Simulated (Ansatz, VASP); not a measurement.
# Re in VASP and in Ansatz

The input INCAR:

```
SYSTEM = Re
PREC     = Accurate       ! precision mode
ENCUT    = 520            ! plane-wave cutoff, eV
EDIFF    = 1E-7           ! SCF threshold, eV
ISMEAR   = 0              ! smearing method
SIGMA    = 0.15           ! smearing width, eV
LREAL    = .False.        ! projectors in reciprocal space
LASPH    = .True.         ! aspherical terms in the spheres
NELM     = 60             ! most SCF steps
ALGO     = Normal         ! electronic algorithm
ISIF     = 2              ! what is computed and relaxed
LWAVE    = .False.        ! write WAVECAR
LCHARG   = .False.        ! write CHGCAR
GGA      = PS             ! functional
NBANDS   = 14             ! bands
```

File KPOINTS:

```
Automatic mesh
0
Gamma
  18 18 10
  0 0 0
```

File POSCAR:

```
Re
1.0
    2.7731227596      0.0000000000      0.0000000000
   -1.3865613798      2.4015947577      0.0000000000
    0.0000000000      0.0000000000      4.4801695417
Re
2
Direct
    0.3333333333      0.6666666667      0.2344034496
    0.6666666667      0.3333333333      0.7655965504
```

Input for Ansatz:

```yaml
crystal:
  lattice:
    - [2.7731227596, 0.0, 0.0]
    - [-1.3865613798, 2.4015947577, 0.0]
    - [0.0, 0.0, 4.4801695417]
  atoms:
    - { symbol: Re, position: [0.3333333333, 0.6666666667, 0.2344034496] }
    - { symbol: Re, position: [0.6666666667, 0.3333333333, 0.7655965504] }
basis:
  ecutwfc: 420
kpoints:
  mp_grid: { grid: [18, 18, 10] }
hamiltonian:
  xc: pbesol
  pseudopotentials: { kind: paw }
scf:
  occupations: { method: gaussian, width: 0.15 }
output:
  forces: true
  stress: true
  eigenvalues: true
```

Change from the starting cell: mode 4 frozen in at -0.069 Å, equal normal strain along x, y and z +0.0083.

Alike in both runs: task single point; functional PBEsol; k mesh 18 × 18 × 10; occupations gaussian, width 0.15 eV; no spin polarisation.

|  | VASP | Ansatz |
| --- | --- | --- |
| version | VASP 6.6.1 | Ansatz 0.2.0 |
| potentials or method | VASP PAW PBE potentials, release 64 (Re), cutoff 520 eV | scalar-relativistic, plane waves, PAW |
| valence electrons in the cell | 14 | 30 |

VASP gave:

- gap on the k mesh at the Fermi level (eV): none
- pressure (GPa): -6.4
- traceless stress, the component that is largest in VASP (GPa): 1.33
- rms of the force components (eV/Å): 0.429

**Question.** What did Ansatz give for the same quantities?

**Answer.** gap on the k mesh at the Fermi level (eV): none; pressure (GPa): -6.2; traceless stress, the component that is largest in VASP (GPa): 1.47; rms of the force components (eV/Å): 0.455.

VASP's potentials were made for PBE, not for PBEsol. Atom by atom the forces differ by 0.026 eV/Å (rms over components). A gap of «none» marks a metal or a gap that the smearing closes. The functional is the same, so the differences come from potentials, cutoffs and numerics. VASP's potentials hold 14 valence electrons a cell and Ansatz's 30, so a difference there can come from the potentials and not from the codes.

Spin-orbit coupling is off throughout.
